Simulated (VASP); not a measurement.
Runs of VASP 6.6.1 on InP3. The structure is that of space group R-3m (No. 166), or close to it. The cells are those of the table. 

```csv
cell,gap on the mesh (eV),pressure (GPa),largest force (eV/Å)
"a = 5.124 Å, angles 84.4°, 8 atoms",none,28.2,2.30
"a = 5.459 Å, angles 90.9°, 8 atoms",none,-1.9,0.46
"a = 5.040 Å, angles 86.1°, 8 atoms",none,(a),2.83
"a = 5.211 Å, angles 82.7°, 8 atoms",none,22.1,1.78
"a = 5.517 Å, angles 81.2°, 8 atoms",none,(b),0.57
```

Alike in all rows: task single point; level r2SCAN; potentials or basis VASP PAW PBE potentials, release 64 (In_d, P); no spin polarisation; k mesh 6 × 6 × 6; cutoff (eV) 550; smearing gaussian 0.15 eV.

Problem. Estimate the missing entries.

Solution. (a) 35.6; (b) 2.5.

Caveats: semilocal functionals underestimate gaps, and a narrow one can read as zero; the PAW data sets were made with another functional, which shifts forces and pressure a little; spin-orbit coupling is left out, which moves the levels of the heavy elements; the stress differs along the axes, from 19 to 33 GPa (at least some runs); the stress differs along the axes, from -5 to 4 GPa (at least some runs); the stress differs along the axes, from 28 to 39 GPa (at least some runs); the stress differs along the axes, from 11 to 28 GPa (at least some runs).

A k mesh can miss the band edges, and the runs leave out spin-orbit coupling on In.

A gap of «none» marks levels without a gap at the run's occupations.
